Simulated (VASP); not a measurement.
# CoO (Fm-3m) in VASP: a series of runs

Runs on CoO. Level: PBE. Tasks: single point.

Everything below comes from runs of VASP 6.6.1. Logs are shortened: lines on timing, memory, paths and dates and some standing lists are left out, and cuts for length are marked.

**1. The cell of the first run**

The structure is cubic, space group Fm-3m (No. 225). Conventional cell: a = 4.249 Å, b = 4.249 Å, c = 4.249 Å, α = 90.00°, β = 90.00°, γ = 90.00°. Co (site symmetry m-3m) has 6 O at 2.12 Å within 2.8 Å. Within 2.8 Å of O (site symmetry m-3m) lie 6 Co at 2.12 Å.

**2. Single point, PBE**

INCAR

```
  ALGO = Normal
  EDIFF = 1E-7
  ENCUT = 520
  GGA = PE
  ISIF = 2
  ISMEAR = 0
  LASPH = T
  LCHARG = F
  LREAL = F
  LWAVE = F
  NBANDS = 14
  NELM = 80
  PREC = Accurate
  SIGMA = 0.05
```

KPOINTS

```
k-points
0
Gamma
  14 14 14
```

POSCAR

```
CoO
1.0
    0.0000000000      2.1245315514      2.1245315514
    2.1245315514      0.0000000000      2.1245315514
    2.1245315514      2.1245315514      0.0000000000
Co O
1 1
Direct
    0.0000000000      0.0000000000      0.0000000000
    0.5000000000      0.5000000000      0.5000000000
```

Potentials or basis: VASP PAW PBE potentials, release 64 (Co, O).

Launch:

```
cat potpaw_PBE.64/Co/POTCAR potpaw_PBE.64/O/POTCAR > POTCAR
mpirun -np 1 vasp_std > vasp.out
```

OUTCAR:

```text
EDIFF = 1E-7
   ENCUT = 520
   GGA = PE
   ISIF = 2
   ISMEAR = 0
   LASPH = T
   LREAL = F
   NELM = 80
   PREC = Accurate

 ion  position               nearest neighbor table
   1  0.000  0.000  0.000-   2 2.12   2 2.12   2 2.12   2 2.12   2 2.12   2 2.12
   2  0.500  0.500  0.500-   1 2.12   1 2.12   1 2.12   1 2.12   1 2.12   1 2.12

  LATTYP: Found a face centered cubic cell.
 ALAT       =     4.2490631028

  Lattice vectors:

 A1 = (   0.0000000000,   2.1245315514,   2.1245315514)
 A2 = (   2.1245315514,   0.0000000000,   2.1245315514)
 A3 = (   2.1245315514,   2.1245315514,   0.0000000000)

Analysis of symmetry for initial positions (statically):
=====================================================================
 Subroutine PRICEL returns:
 Original cell was already a primitive cell.

 Routine SETGRP: Setting up the symmetry group for a
 face centered cubic supercell.

 Subroutine GETGRP returns: Found 48 space group operations
 (whereof 48 operations were pure point group operations)
 out of a pool of 48 trial point group operations.

The static configuration has the point symmetry O_h .

Analysis of symmetry for dynamics (positions and initial velocities):
=====================================================================
 Subroutine PRICEL returns:
 Original cell was already a primitive cell.

 Routine SETGRP: Setting up the symmetry group for a
 face centered cubic supercell.

 Subroutine GETGRP returns: Found 48 space group operations
 (whereof 48 operations were pure point group operations)
 out of a pool of 48 trial point group operations.

The dynamic configuration has the point symmetry O_h .

 Subroutine INISYM returns: Found 48 space group operations
 (whereof 48 operations are pure point group operations),
 and found     1 'primitive' translations

----------------------------------------------------------------------------------------

                                     Primitive cell

  volume of cell :      19.1787

  direct lattice vectors                    reciprocal lattice vectors
     0.000000000  2.124531551  2.124531551    -0.235345999  0.235345999  0.235345999
     2.124531551  0.000000000  2.124531551     0.235345999 -0.235345999  0.235345999
     2.124531551  2.124531551  0.000000000     0.235345999  0.235345999 -0.235345999

  length of vectors
     3.004541334  3.004541334  3.004541334     0.407631227  0.407631227  0.407631227

  position of ions in fractional coordinates (direct lattice)
     0.000000000  0.000000000  0.000000000
[... 83 lines left out ...]
   NFREE  =      0    steps in history (QN), initial steepest desc. (CG)
   ISIF   =      2    stress and relaxation
   ISYM   =      2    0-nonsym 1-usesym 2-fastsym
   POTIM  = 0.5000    time-step for ionic-motion
   TEBEG  =    0.0;   TEEND  =   0.0 temperature during run
   PSTRESS=    0.0 pullay stress
   NELECT =      15.0000    total number of electrons
   NUPDOWN=      -1.0000    fix difference up-down
   EMIN   =  10.00;   EMAX   =-10.00  energy-range for DOS
   EFERMI =   0.00;   METHOD = LEGACY
   ISMEAR =     0;   SIGMA  =   0.05  broadening in eV -4-tet -1-fermi 0-gaus
   EFERMI_NEDOS =   21; number of points for ismear=-14 and -15
   IALGO  =     38    algorithm
   IMIX   =      4    mixing-type and parameters
     AMIX     =   0.40;   BMIX     =  1.00
     AMIX_MAG =   1.60;   BMIX_MAG =  1.00
  volume/ion in A,a.u.               =       9.59        64.71
  Fermi-wavevector in a.u.,A,eV,Ry     =   1.508338  2.850346 30.954399  2.275084
  Thomas-Fermi vector in A             =   2.618806
   LORBIT       =      0    0 simple, 1 ext, 2 COOP (PROOUT), +10 PAW based schemes
   GGA     = PE    functional components
   LHFCALC =     F    Hartree Fock is set to
   AEXX    =    0.0000 exact exchange contribution
   IVDW    =     0    specifies the selected vdW correction
   LEPSILON=     F    determine dielectric tensor
   LRPA    =     F    only Hartree local field effects (RPA)
 non-spin polarized calculation
 Gauss-broadening in eV      SIGMA  =   0.05
  energy-cutoff  :      520.00
  volume of cell :       19.18
 maximum number of plane-waves:       533
   NGX = 11   NGY = 11   NGZ = 11

 number of electron      15.0000006 magnetization

 Free energy of the ion-electron system (eV)
  ---------------------------------------------------
  ext. energy  EPLUGINS =         0.00000000
  ---------------------------------------------------
  free energy    TOTEN  =       -12.59662126 eV

  energy without entropy =      -12.59317474  energy(sigma->0) =      -12.59489800

 E-fermi :   7.8286     XC(G=0): -12.4618

 val. band max:        7.8189900681   @ k =   0.2143   0.2143   0.0000
 cond. band min:       7.8291086327   @ k =  -0.2857   0.2857   0.0000
 fundamental gap:      0.0101185646
 Fermi energy:         7.8285922364

 k-point     1 :       0.0000    0.0000    0.0000
  band No.  band energies     occupation
      1     -12.5600      2.00000
      2       4.4794      2.00000
      3       4.4794      2.00000
      4       4.4794      2.00000
      5       6.4444      2.00000
      6       6.4444      2.00000
      7       6.4444      2.00000
      8       6.8193      2.00000
      9       6.8194      2.00000
     10       9.1914      0.00000
     11      24.9149      0.00000
     12      26.5518      0.00000
     13      26.5518      0.00000
     14      26.5518      0.00000
[... 377 lines left out ...]
      1     -11.9367      2.00000
      2       1.5785      2.00000
      3       3.2012      2.00000
      4       3.4262      2.00000
      5       6.3571      2.00000
      6       7.1087      2.00000
      7       7.2876      2.00000
      8       7.7012      1.99969
      9       8.2987      0.00000
     10      12.5467      0.00000
     11      20.2590      0.00000
     12      22.2803      0.00000
     13      23.8983      0.00000
     14      26.1964      0.00000

 [... further k-points ...]
[... 5 lines left out ...]
  --------------------------------------------------------------------------------------
  -------------------------------------------------------------------------------------
  Total       -2.2442992     -2.2442992     -2.2442992      0.0000000     -0.0000000      0.0000000
  in kB     -187.4872738   -187.4872738   -187.4872738      0.0000000     -0.0000000      0.0000000
  external PRESSURE =    -187.4872738 kB  Pullay stress =       0.0000000 kB

 VOLUME and BASIS-vectors are now :
 -----------------------------------------------------------------------------
  energy-cutoff  :      520.00
  volume of cell :       19.18
      direct lattice vectors                 reciprocal lattice vectors
     0.000000000  2.124531551  2.124531551    -0.235345999  0.235345999  0.235345999
     2.124531551  0.000000000  2.124531551     0.235345999 -0.235345999  0.235345999
     2.124531551  2.124531551  0.000000000     0.235345999  0.235345999 -0.235345999

 POSITION                                       TOTAL-FORCE (eV/Angst)
 -----------------------------------------------------------------------------------
      0.00000      0.00000      0.00000         0.000000      0.000000      0.000000
      2.12453      2.12453      2.12453        -0.000000     -0.000000     -0.000000
 -----------------------------------------------------------------------------------
    total drift:                                0.000000     -0.000000     -0.000000

  FREE ENERGIE OF THE ION-ELECTRON SYSTEM (eV)
  ---------------------------------------------------
  free  energy   TOTEN  =       -12.5966212598 eV

  energy  without entropy=      -12.5931747367  energy(sigma->0) =      -12.59489800
```

OSZICAR:

```text
N       E                     dE             d eps       ncg     rms          rms(c)
DAV:   1     0.784589904063E+02    0.78459E+02   -0.69189E+03  2968   0.122E+03
DAV:   2    -0.100775619539E+02   -0.88537E+02   -0.77597E+02  3224   0.256E+02
DAV:   3    -0.147061425439E+02   -0.46286E+01   -0.44829E+01  3266   0.652E+01
DAV:   4    -0.147603078363E+02   -0.54165E-01   -0.54107E-01  3324   0.697E+00
DAV:   5    -0.147619901010E+02   -0.16823E-02   -0.16822E-02  3466   0.127E+00    0.123E+01
DAV:   6    -0.146756313365E+02    0.86359E-01   -0.18611E+01  2998   0.682E+01    0.157E+01
DAV:   7    -0.126811283586E+02    0.19945E+01   -0.12338E+01  2968   0.631E+01    0.476E+00
DAV:   8    -0.125924054371E+02    0.88723E-01   -0.54743E-01  3562   0.107E+01    0.161E+00
DAV:   9    -0.125993519321E+02   -0.69465E-02   -0.33449E-02  3694   0.185E+00    0.417E-01
DAV:  10    -0.125965985360E+02    0.27534E-02   -0.10151E-02  3390   0.191E+00    0.911E-02
DAV:  11    -0.125967614921E+02   -0.16296E-03   -0.62596E-04  2990   0.252E-01    0.104E-01
DAV:  12    -0.125966190915E+02    0.14240E-03   -0.30048E-04  3850   0.307E-01    0.738E-03
DAV:  13    -0.125966211552E+02   -0.20637E-05   -0.26614E-05  3196   0.574E-02    0.451E-03
DAV:  14    -0.125966213902E+02   -0.23499E-06   -0.12912E-06  4246   0.169E-02    0.206E-03
DAV:  15    -0.125966212636E+02    0.12657E-06   -0.13284E-07  1822   0.656E-03    0.822E-04
DAV:  16    -0.125966212598E+02    0.38433E-08   -0.38074E-08  1612   0.187E-03
   1 F= -.12596621E+02 E0= -.12594898E+02  d E =-.344652E-02
```

Run time: 16 s. Hardware: 1 thread of AMD EPYC 9R45 (Zen 5), shared host; peak memory 0.12 GiB.

What came out:

| Quantity | Value |
| --- | --- |
| Free energy | -12.5966 eV |
| Pressure | -18.7 GPa |

Levels at points of the mesh, in eV from the Fermi level:
```
           k point  band 5  band 6  band 7  band 8  band 9  band 10  band 11  band 12
(0.00, 0.00, 0.00)   -1.38   -1.38   -1.38   -1.01   -1.01     1.36    17.09    18.72
(0.50, 0.00, 0.00)   -0.49   -0.49   -0.20    1.58    1.58     5.39     9.70    14.00
(0.50, 0.50, 0.00)   -2.44   -0.58   -0.20   -0.20   -0.14     6.60     9.96    12.41
```

Caveat: an odd number of electrons without spin polarisation forces a metal; a magnetic or distorted state may lie lower; the run has no spin polarisation, though such a crystal can be magnetic; semilocal functionals often make such compounds metallic where correlation or magnetic order opens a gap, which also shifts bond lengths.

**3. Single point, PBE, collinear spin, ferromagnetic start**

INCAR

```
SYSTEM = CoO
ALGO = Normal
EDIFF = 1E-7
ENCUT = 520
GGA = PE
ISIF = 2
ISMEAR = 0
ISPIN = 2
LASPH = .True.
LCHARG = .False.
LMAXMIX = 4
LORBIT = 11
LREAL = .False.
LWAVE = .False.
MAGMOM = 2.76 0
NBANDS = 18
NELM = 150
PREC = Accurate
SIGMA = 0.05
```

KPOINTS

```
k-points
0
Gamma
  14 14 14
  0 0 0
```

POSCAR is that of step 2.

Potentials or basis: VASP PAW PBE potentials, release 64 (Co, O).

Launch:

```
cat potpaw_PBE.64/Co/POTCAR potpaw_PBE.64/O/POTCAR > POTCAR
mpirun -np 1 vasp_std > vasp.out
```

OUTCAR:

```text
SYSTEM = CoO
   EDIFF = 1E-7
   ENCUT = 520
   GGA = PE
   ISIF = 2
   ISMEAR = 0
   ISPIN = 2
   LASPH = .True.
   LORBIT = 11
   LREAL = .False.
   NELM = 150
   PREC = Accurate

 ion  position               nearest neighbor table
   1  0.000  0.000  0.000-   2 2.12   2 2.12   2 2.12   2 2.12   2 2.12   2 2.12
   2  0.500  0.500  0.500-   1 2.12   1 2.12   1 2.12   1 2.12   1 2.12   1 2.12

  LATTYP: Found a face centered cubic cell.
 ALAT       =     4.2490631028

  Lattice vectors:

 A1 = (   0.0000000000,   2.1245315514,   2.1245315514)
 A2 = (   2.1245315514,   0.0000000000,   2.1245315514)
 A3 = (   2.1245315514,   2.1245315514,   0.0000000000)

Analysis of symmetry for initial positions (statically):
=====================================================================
 Subroutine PRICEL returns:
 Original cell was already a primitive cell.

 Routine SETGRP: Setting up the symmetry group for a
 face centered cubic supercell.

 Subroutine GETGRP returns: Found 48 space group operations
 (whereof 48 operations were pure point group operations)
[... 696 lines left out ...]
  band No.  band energies     occupation
      1     -11.7309      1.00000
      2       5.4417      1.00000
      3       5.4417      1.00000
      4       5.4417      1.00000
      5       6.8978      1.00000
      6       6.8978      1.00000
[... 493 lines left out ...]
     17      36.5852      0.00000
     18      37.6836      0.00000

 [... further k-points ...]
[... 5 lines left out ...]
  --------------------------------------------------------------------------------------
  -------------------------------------------------------------------------------------
  Total       -0.0675882     -0.0675882     -0.0675882      0.0000000      0.0000000     -0.0000000
  in kB       -5.6462706     -5.6462706     -5.6462706      0.0000000      0.0000000     -0.0000000
  external PRESSURE =      -5.6462706 kB  Pullay stress =       0.0000000 kB

 VOLUME and BASIS-vectors are now :
 -----------------------------------------------------------------------------
  energy-cutoff  :      520.00
  volume of cell :       19.18
      direct lattice vectors                 reciprocal lattice vectors
     0.000000000  2.124531551  2.124531551    -0.235345999  0.235345999  0.235345999
     2.124531551  0.000000000  2.124531551     0.235345999 -0.235345999  0.235345999
     2.124531551  2.124531551  0.000000000     0.235345999  0.235345999 -0.235345999

 POSITION                                       TOTAL-FORCE (eV/Angst)
 -----------------------------------------------------------------------------------
      0.00000      0.00000      0.00000        -0.000000      0.000000      0.000000
      2.12453      2.12453      2.12453         0.000000     -0.000000     -0.000000
 -----------------------------------------------------------------------------------
    total drift:                                0.000000     -0.000000     -0.000000

  FREE ENERGIE OF THE ION-ELECTRON SYSTEM (eV)
  ---------------------------------------------------
  free  energy   TOTEN  =       -13.0487194220 eV

  energy  without entropy=      -13.0438956172  energy(sigma->0) =      -13.04630752

 total charge

# of ion       s       p       d       tot
------------------------------------------
    1        0.296   0.361   7.147   7.804
    2        1.556   3.428   0.000   4.984
--------------------------------------------------
tot          1.852   3.789   7.147  12.788

 magnetization (x)

# of ion       s       p       d       tot
------------------------------------------
    1        0.021   0.018   2.528   2.567
    2        0.029   0.276   0.000   0.305
--------------------------------------------------
tot          0.050   0.294   2.528   2.872
```

OSZICAR:

```text
N       E                     dE             d eps       ncg     rms          rms(c)
DAV:   1     0.764108593629E+02    0.76411E+02   -0.65957E+03  7794   0.954E+02
DAV:   2    -0.108455152234E+02   -0.87256E+02   -0.74911E+02  7860   0.220E+02
DAV:   3    -0.156671987552E+02   -0.48217E+01   -0.47171E+01  8814   0.553E+01
DAV:   4    -0.157170358891E+02   -0.49837E-01   -0.49802E-01  9056   0.534E+00
DAV:   5    -0.157182433293E+02   -0.12074E-02   -0.12073E-02  9214   0.833E-01    0.154E+01
DAV:   6    -0.145104513958E+02    0.12078E+01   -0.17641E+01  9606   0.612E+01    0.204E+01
DAV:   7    -0.131532898235E+02    0.13572E+01   -0.80244E+00  9354   0.489E+01    0.818E+00
DAV:   8    -0.130821490458E+02    0.71141E-01   -0.36810E-01 10386   0.841E+00    0.475E+00
DAV:   9    -0.130513673816E+02    0.30782E-01   -0.33274E-01 10666   0.101E+01    0.292E+00
DAV:  10    -0.130569005598E+02   -0.55332E-02   -0.45652E-02 10310   0.334E+00    0.150E+00
DAV:  11    -0.130491151719E+02    0.77854E-02   -0.68848E-02 10612   0.436E+00    0.572E-01
DAV:  12    -0.130487604341E+02    0.35474E-03   -0.61652E-03 10420   0.979E-01    0.105E-01
DAV:  13    -0.130487411133E+02    0.19321E-04   -0.38456E-04  8326   0.152E-01    0.100E-01
DAV:  14    -0.130487171046E+02    0.24009E-04   -0.40310E-05 10814   0.575E-02    0.287E-02
DAV:  15    -0.130487184094E+02   -0.13048E-05   -0.98476E-06 11112   0.600E-02    0.787E-03
DAV:  16    -0.130487194028E+02   -0.99342E-06   -0.44435E-06 10896   0.239E-02    0.655E-03
DAV:  17    -0.130487194220E+02   -0.19189E-07   -0.27204E-07  7816   0.508E-03
   1 F= -.13048719E+02 E0= -.13046308E+02  d E =-.482380E-02  mag=     2.9223
```

It took 49 s on 1 thread of AMD EPYC 9R45 (Zen 5), shared host; peak memory 0.15 GiB.

Results:

```
Free energy                                           : -13.0487 eV
Pressure                                              : -0.6 GPa
Net moment                                            : 2.92 μB per cell
Site moments                                          : Co +2.57; O +0.30 μB
Valence electrons inside the program's atomic spheres : Co 7.80; O 4.98
```

Caveat: a cell with one magnetic atom can't hold antiferromagnetic order, which such compounds often take; semilocal functionals often make such compounds metallic where correlation or magnetic order opens a gap, which also shifts bond lengths.

(Continued in part 2 of 2.)
